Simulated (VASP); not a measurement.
# SiSe2 (Ibam) in VASP: a series of runs, part 2 of 2

VASP 6.6.1.

### 3 Single point, PBE

This run uses another cell than the first one, of 37.08 Å³/atom.

INCAR reads:

```
ALGO     = Normal         # electronic algorithm
EDIFF    = 1E-6           # SCF threshold, eV
ENCUT    = 500            # plane-wave cutoff, eV
GGA      = PE             # functional
GGA_COMPAT= False        
ISIF     = 2              # what is computed and relaxed
ISMEAR   = 0              # smearing method
ISYM     = 0            
LASPH    = True           # aspherical terms in the spheres
LCHARG   = False          # write CHGCAR
LREAL    = False          # projectors in reciprocal space
LWAVE    = False          # write WAVECAR
NBANDS   = 25             # bands
NELM     = 120            # most SCF steps
PREC     = Accurate       # precision mode
SIGMA    = 0.05           # smearing width, eV
```

KPOINTS reads:

```
k-points
0
Gamma
  6 6 6
```

POSCAR reads:

```
SiSe2
1.0
   -3.3504059656      5.5963407408      2.9664658936
    3.3504059656     -5.5963407408      2.9664658936
    3.3504059656      5.5963407408     -2.9664658936
Si Se
2 4
Direct
    0.2500000000      0.2500000000      0.0000000000
    0.7500000000      0.7500000000      0.0000000000
    0.1101346453      0.8124913907      0.9226260360
    0.8898653547      0.1875086093      0.0773739640
    0.6101346453      0.6875086093      0.2976432546
    0.3898653547      0.3124913907      0.7023567454
```

Potentials or basis: VASP PAW PBE potentials, release 64 (Si, Se).

The run is started by

```console
> cat potpaw_PBE.64/Si/POTCAR potpaw_PBE.64/Se/POTCAR > POTCAR
> mpirun -np 1 vasp_std > vasp.out
```

OUTCAR:

```text
EDIFF = 1E-6
   ENCUT = 500
   GGA = PE
   ISIF = 2
   ISMEAR = 0
   ISYM = 0
   LASPH = True
   LREAL = False
   NELM = 120
   PREC = Accurate

 ion  position               nearest neighbor table
   1  0.250  0.250  0.000-   3 2.30   5 2.30   6 2.30   4 2.30   2 2.97   2 2.97
   2  0.750  0.750  0.000-   4 2.30   5 2.30   6 2.30   3 2.30   1 2.97   1 2.97
   3  0.110  0.812  0.923-   1 2.30   2 2.30
   4  0.890  0.188  0.077-   2 2.30   1 2.30
   5  0.610  0.688  0.298-   1 2.30   2 2.30
   6  0.390  0.312  0.702-   1 2.30   2 2.30

IMPORTANT INFORMATION: All symmetrisations will be switched off!
NOSYMM: (Re-)initialisation of all symmetry stuff for point group C_1.

----------------------------------------------------------------------------------------

                                     Primitive cell

  volume of cell :     222.4851

  direct lattice vectors                    reciprocal lattice vectors
    -3.350405966  5.596340741  2.966465894     0.000000000  0.089344095  0.168550733
     3.350405966 -5.596340741  2.966465894     0.149235646  0.000000000  0.168550733
     3.350405966  5.596340741 -2.966465894     0.149235646  0.089344095  0.000000000

  length of vectors
     7.165484612  7.165484612  7.165484612     0.190766131  0.225123583  0.173935751

  position of ions in fractional coordinates (direct lattice)
     0.250000000  0.250000000  0.000000000
     0.750000000  0.750000000  0.000000000
     0.110134645  0.812491391  0.922626036
     0.889865355  0.187508609  0.077373964
     0.610134645  0.687508609  0.297643255
     0.389865355  0.312491391  0.702356745

  ion indices of the primitive-cell ions
   primitive index   ion index
                 1           1
                 2           2
                 3           3
                 4           4
                 5           5
                 6           6

----------------------------------------------------------------------------------------

 KPOINTS: k-points

Automatic generation of k-mesh.
 Grid dimensions read from file:
 generate k-points for:    6    6    6

 Generating k-lattice:

  Cartesian coordinates                     Fractional coordinates (reciprocal lattice)
     0.000000000  0.014890683  0.028091789     0.166666667 -0.000000000  0.000000000
     0.024872608  0.000000000  0.028091789     0.000000000  0.166666667  0.000000000
     0.024872608  0.014890683  0.000000000     0.000000000 -0.000000000  0.166666667

  Length of vectors
     0.031794355  0.037520597  0.028989292

  Shift w.r.t. Gamma in fractional coordinates (k-lattice)
     0.000000000  0.000000000  0.000000000

 Subroutine IBZKPT returns following result:
 ===========================================

 Found    112 irreducible k-points:

 Following reciprocal coordinates:
            Coordinates               Weight
  0.000000  0.000000  0.000000      1.000000
  0.166667  0.000000 -0.000000      2.000000
  0.000000  0.166667 -0.166667      2.000000
  0.333333  0.000000 -0.000000      2.000000
  0.000000  0.333333 -0.333333      2.000000
  0.500000  0.000000 -0.000000      1.000000
[... 16 lines left out ...]
  0.166667 -0.333333  0.166667      2.000000
  0.166667  0.000000  0.166667      2.000000
 [... further k-points ...]
   k-points           NKPTS =    112   k-points in BZ     NKDIM =    112   number of bands    NBANDS=     25
   number of dos      NEDOS =    301   number of ions     NIONS =      6
   total plane-waves  NPLWV = 157464
   dimension x,y,z NGX =    54 NGY =   54 NGZ =   54
   dimension x,y,z NGXF=   108 NGYF=  108 NGZF=  108
   ions per type =               2   4
   NGX,Y,Z   is equivalent  to a cutoff of  12.53, 12.53, 12.53 a.u.
   NGXF,Y,Z  is equivalent  to a cutoff of  25.06, 25.06, 25.06 a.u.
 SYSTEM =  unknown system
   PREC   = accura    normal or accurate (medium, high low for compatibility)
   ISTART =      0    job   : 0-new  1-cont  2-samecut
   ICHARG =      2    charge: 1-file 2-atom 10-const
   ISPIN  =      1    spin polarized calculation?
   LNONCOLLINEAR =      F non collinear calculations
   LSORBIT =      F    spin-orbit coupling
   LASPH  =      T    aspherical Exc in radial PAW
   ENCUT  =  500.0 eV  36.75 Ry    6.06 a.u.  13.06 13.06 13.06*2*pi/ulx,y,z
   NELM   =    120;   NELMIN=  2; NELMDL= -5     # of ELM steps
   EDIFF  = 0.1E-05   stopping-criterion for ELM
   LREAL  =      F    real-space projection
   EDIFFG = 0.1E-04   stopping-criterion for IOM
   NSW    =      0    number of steps for IOM
   IBRION =     -1    ionic relax: 0-MD 1-quasi-New 2-CG
   NFREE  =      0    steps in history (QN), initial steepest desc. (CG)
   ISIF   =      2    stress and relaxation
   ISYM   =      0    0-nonsym 1-usesym 2-fastsym
   POTIM  = 0.5000    time-step for ionic-motion
   TEBEG  =    0.0;   TEEND  =   0.0 temperature during run
   PSTRESS=    0.0 pullay stress
   NELECT =      32.0000    total number of electrons
   NUPDOWN=      -1.0000    fix difference up-down
   EMIN   =  10.00;   EMAX   =-10.00  energy-range for DOS
   EFERMI =   0.00;   METHOD = LEGACY
   ISMEAR =     0;   SIGMA  =   0.05  broadening in eV -4-tet -1-fermi 0-gaus
   EFERMI_NEDOS =   21; number of points for ismear=-14 and -15
   IALGO  =     38    algorithm
   IMIX   =      4    mixing-type and parameters
     AMIX     =   0.40;   BMIX     =  1.00
     AMIX_MAG =   1.60;   BMIX_MAG =  1.00
  volume/ion in A,a.u.               =      37.08       250.23
  Fermi-wavevector in a.u.,A,eV,Ry     =   0.857744  1.620902 10.010150  0.735725
  Thomas-Fermi vector in A             =   1.974844
   LORBIT       =      0    0 simple, 1 ext, 2 COOP (PROOUT), +10 PAW based schemes
   GGA     = PE    functional components
   LHFCALC =     F    Hartree Fock is set to
   AEXX    =    0.0000 exact exchange contribution
   IVDW    =     0    specifies the selected vdW correction
   LEPSILON=     F    determine dielectric tensor
   LRPA    =     F    only Hartree local field effects (RPA)
 non-spin polarized calculation
 Gauss-broadening in eV      SIGMA  =   0.05
  energy-cutoff  :      500.00
  volume of cell :      222.49
 maximum number of plane-waves:      5664
 NGX is ok and might be reduce to    54
   NGX = 27   NGY = 27   NGZ = 27

 number of electron      31.9999999 magnetization

 Free energy of the ion-electron system (eV)
  ---------------------------------------------------
  ext. energy  EPLUGINS =         0.00000000
  ---------------------------------------------------
  free energy    TOTEN  =       -27.59821114 eV

  energy without entropy =      -27.59821114  energy(sigma->0) =      -27.59821114

 E-fermi :   0.2243     XC(G=0):  -6.8983

 val. band max:       -0.0451050735   @ k =  -0.3333   0.3333   0.3333
 cond. band min:       2.2207145263   @ k =  -0.3333  -0.3333   0.3333
 fundamental gap:      2.2658195999
 Fermi energy:         0.2242565144

 k-point     1 :       0.0000    0.0000    0.0000
  band No.  band energies     occupation
      1     -14.1072      2.00000
      2     -12.5118      2.00000
      3     -12.1712      2.00000
      4     -12.1239      2.00000
      5      -7.5247      2.00000
      6      -6.1554      2.00000
[... 17 lines left out ...]
     24       5.6467      0.00000
     25       6.4132      0.00000

 k-point     2 :       0.1667    0.0000   -0.0000
  band No.  band energies     occupation
      1     -14.0257      2.00000
      2     -12.6597      2.00000
      3     -12.1725      2.00000
      4     -12.1317      2.00000
      5      -7.3486      2.00000
      6      -6.1601      2.00000
[... 17 lines left out ...]
     24       5.6271      0.00000
     25       6.4664      0.00000
[... 586 lines left out ...]
     24       5.6719      0.00000
     25       6.3869      0.00000

 k-point    24 :       0.1667    0.0000    0.1667
  band No.  band energies     occupation
      1     -14.0138      2.00000
      2     -12.6594      2.00000
      3     -12.1850      2.00000
      4     -12.1471      2.00000
      5      -7.3488      2.00000
      6      -6.1199      2.00000
[... 17 lines left out ...]
     24       5.6719      0.00000
     25       6.3870      0.00000

 [... further k-points ...]

------------------------ aborting loop because EDIFF is reached ----------------------------------------

  FORCE on cell =-STRESS in cart. coord.  units (eV):
  Direction    XX          YY          ZZ          XY          YZ          ZX
  --------------------------------------------------------------------------------------
  -------------------------------------------------------------------------------------
  Total        0.0581263      0.1022601      0.1138811     -0.0000056      0.0000005      0.0000006
  in kB        0.4185835      0.7364033      0.8200893     -0.0000402      0.0000039      0.0000045
  external PRESSURE =       0.6583587 kB  Pullay stress =       0.0000000 kB

 VOLUME and BASIS-vectors are now :
 -----------------------------------------------------------------------------
  energy-cutoff  :      500.00
  volume of cell :      222.49
      direct lattice vectors                 reciprocal lattice vectors
    -3.350405966  5.596340741  2.966465894     0.000000000  0.089344095  0.168550733
     3.350405966 -5.596340741  2.966465894     0.149235646  0.000000000  0.168550733
     3.350405966  5.596340741 -2.966465894     0.149235646  0.089344095  0.000000000

 POSITION                                       TOTAL-FORCE (eV/Angst)
 -----------------------------------------------------------------------------------
      0.00000      0.00000      1.48323         0.000000     -0.000000     -0.000001
      0.00000      0.00000      4.44970        -0.000000      0.000000      0.000001
      5.44435      1.23270      0.00000        -0.015832      0.022226      0.000000
     -2.09395      4.36364      2.96647         0.015833     -0.022226     -0.000000
      1.25646      1.23270      2.96647         0.015832      0.022226     -0.000000
      2.09395      4.36364      0.00000        -0.015833     -0.022226      0.000000
 -----------------------------------------------------------------------------------
    total drift:                                0.000000      0.000000     -0.000000

  FREE ENERGIE OF THE ION-ELECTRON SYSTEM (eV)
  ---------------------------------------------------
  free  energy   TOTEN  =       -27.5982111400 eV

  energy  without entropy=      -27.5982111400  energy(sigma->0) =      -27.59821114
```

It took 20 min on 1 thread of Intel Xeon Platinum 8259CL at 2.50GHz (Skylake/Cascade Lake), shared host; peak memory 0.69 GiB.

What came out:

```
Free energy            : -27.5982 eV
Pressure               : 0.1 GPa
Largest force          : 0.027 eV/Å
Band gap on the k mesh : 2.27 eV (least direct gap 2.37 eV)
```

Forces in eV/Å, atoms in the order of the input:
```
Si   0.000  0.000  0.000
Si   0.000  0.000  0.000
Se  -0.016  0.022  0.000
Se   0.016 -0.022  0.000
Se   0.016  0.022  0.000
Se  -0.016 -0.022  0.000
```

Levels at points of the mesh, in eV from the valence-band top:
```csv
k point,band 12,band 13,band 14,band 15,band 16,band 17,band 18,band 19,band 20,band 21
"(0.00, 0.00, 0.00)",-1.53,-1.50,-0.92,-0.82,-0.17,2.91,3.08,3.50,4.62,5.32
"(0.50, 0.00, 0.00)",-1.89,-0.94,-0.94,-0.57,-0.57,2.56,2.56,4.10,4.10,5.00
"(0.00, 0.50, 0.50)",-1.89,-0.94,-0.94,-0.57,-0.57,2.56,2.56,4.10,4.10,5.00
"(0.00, 0.50, 0.00)",-1.90,-0.73,-0.73,-0.64,-0.64,2.51,2.51,3.99,3.99,4.87
"(0.50, 0.00, 0.50)",-1.90,-0.73,-0.73,-0.64,-0.64,2.51,2.51,3.99,3.99,4.87
"(0.50, 0.50, 0.00)",-1.64,-1.62,-1.30,-1.00,0.00,2.91,3.80,4.04,4.22,4.74
"(0.00, 0.00, 0.50)",-1.64,-1.62,-1.30,-1.00,0.00,2.91,3.80,4.04,4.22,4.74
"(0.50, 0.50, 0.50)",-1.68,-1.66,-1.60,-1.19,-0.06,2.32,3.72,4.07,4.28,4.28
```
